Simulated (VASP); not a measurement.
Sn, 1 atom in the cell. The structure is tetragonal, space group I4/mmm (No. 139). The conventional cell has a = 3.472 Å, b = 3.472 Å, c = 4.514 Å, α = 90.00°, β = 90.00°, γ = 90.00°. Sn (site symmetry 4/mmm) has 14 Sn at 3.33 to 4.51 Å within 4.6 Å.  This cell differs from its parent crystal: ratio of the length along z to the lengths across it x 1.3, volume and fractional coordinates fixed.

| Item | Value |
| --- | --- |
| Program | VASP 6.6.1 |
| Task | single point |
| Functional | PBE |
| Dispersion | D3(BJ) |
| Potentials or basis | VASP PAW PBE potentials, release 64 (Sn_d) |
| Cutoff | 520 eV |
| k mesh | 20 × 20 × 20 |
| Occupations | gaussian, width 0.15 eV |
| Spin | no spin polarisation |
| Dipole correction | no |
| Further INCAR settings | ALGO = Fast; EDIFF = 1e-07; NBANDS = 13 |

Potentials or basis: VASP PAW PBE potentials, release 64 (Sn_d).

Command:

```console
$ cat potpaw_PBE.64/Sn_d/POTCAR > POTCAR
$ mpirun -np 1 vasp_std > vasp.out
```

Hardware: 1 thread of Intel Xeon 8259CL, with other jobs on the host.

Problem. Estimate the wall time of this run.

Solution. Wall time 8.3 min on 1 thread of Intel Xeon 8259CL, with other jobs on the host, peak memory 0.34 GiB. Counts: scf iterations 14, k points 641.
